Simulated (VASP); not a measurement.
A run of VASP 6.6.1 is set up as follows.

File INCAR:

```
SYSTEM = Ga2SiS
PREC = Accurate ; ENCUT = 520
EDIFF = 1E-6 ; ISMEAR = 0
SIGMA = 0.1 ; LREAL = .FALSE.
LASPH = .TRUE. ; NELM = 80
ALGO = Normal ; ISIF = 2
LWAVE = .FALSE. ; LCHARG = .FALSE.
GGA = PE ; NBANDS = 26
```

File KPOINTS:

```
regular mesh
0
G
  12 12 10
  0 0 0
```

Contents of POSCAR:

```
Ga2SiS
1.0
    3.7462642339      0.0000000000      0.0000000000
    0.0000000000      3.7462642339      0.0000000000
    0.0000000000      0.0000000000      5.3043694623
Ga Si S
2 1 1
Direct
    0.5000000000      0.0000000000      0.5000000000
    0.0000000000      0.5000000000      0.5000000000
    0.0000000000      0.0000000000      0.0000000000
    0.5000000000      0.5000000000      0.0000000000
```

Potentials or basis: VASP PAW PBE potentials, release 64 (Ga_d, Si, S).

Run with:

```bash
$ cat potpaw_PBE.64/Ga_d/POTCAR potpaw_PBE.64/Si/POTCAR potpaw_PBE.64/S/POTCAR > POTCAR
$ mpirun -np 1 vasp_std > vasp.out
```

(1) What does it give for the pressure?

(2) Estimate the band gap on the k mesh.

Results:

(1) 0.0 GPa.

(2) zero (bands 18 and 19 overlap by 3.41 eV).
